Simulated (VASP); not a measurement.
Crystal: PtS2.

```
CELL_PARAMETERS angstrom
3.58570 0.00000 0.00000
-1.79285 3.10531 0.00000
0.00000 0.00000 5.94653
ATOMIC_POSITIONS crystal
Pt 0.00000 0.00000 0.00000
S 0.33333 0.66667 0.18895
S 0.66667 0.33333 0.81105
```

```yaml
Program: VASP 6.6.1
Task: relaxation of the atoms
Functional: PBE
Potentials_or_basis: VASP PAW PBE potentials, release 64 (Pt, S)
Cutoff: 520 eV
k_mesh: 12 × 12 × 6
Occupations: gaussian, width 0.05 eV
Spin: no spin polarisation
```

At the start: pressure 6.2 GPa; volume 22.07 Å³/atom.

Task: Where does the relaxation end?

Result: Over 3 steps the energy falls by 38.4 meV/atom; space group P-3m1 (No. 164, to 0.1 Å) before and after.

The path:
```tsv
step	energy change (eV)	largest force (eV/Å)	pressure (GPa)
1	0.0000	1.2418	6.15
2	-0.1002	0.4400	1.98
3	-0.1153	0.0004	-0.26
```

Final structure:
```cif
data_structure
_symmetry_space_group_name_H-M 'P 1'
_symmetry_Int_Tables_number 1
_cell_length_a 3.5857
_cell_length_b 3.5857
_cell_length_c 5.9465
_cell_angle_alpha 90.000
_cell_angle_beta 90.000
_cell_angle_gamma 120.000
_cell_volume 66.21
loop_
_atom_site_label
_atom_site_type_symbol
_atom_site_fract_x
_atom_site_fract_y
_atom_site_fract_z
_atom_site_occupancy
Pt1 Pt 0.00000 0.00000 0.00000 1
S1 S 0.33333 0.66667 0.20489 1
S2 S 0.66667 0.33333 0.79511 1
```

Caveat: this functional lacks dispersion, which binds the layers, so the pressure and a relaxed spacing across them are unreliable.
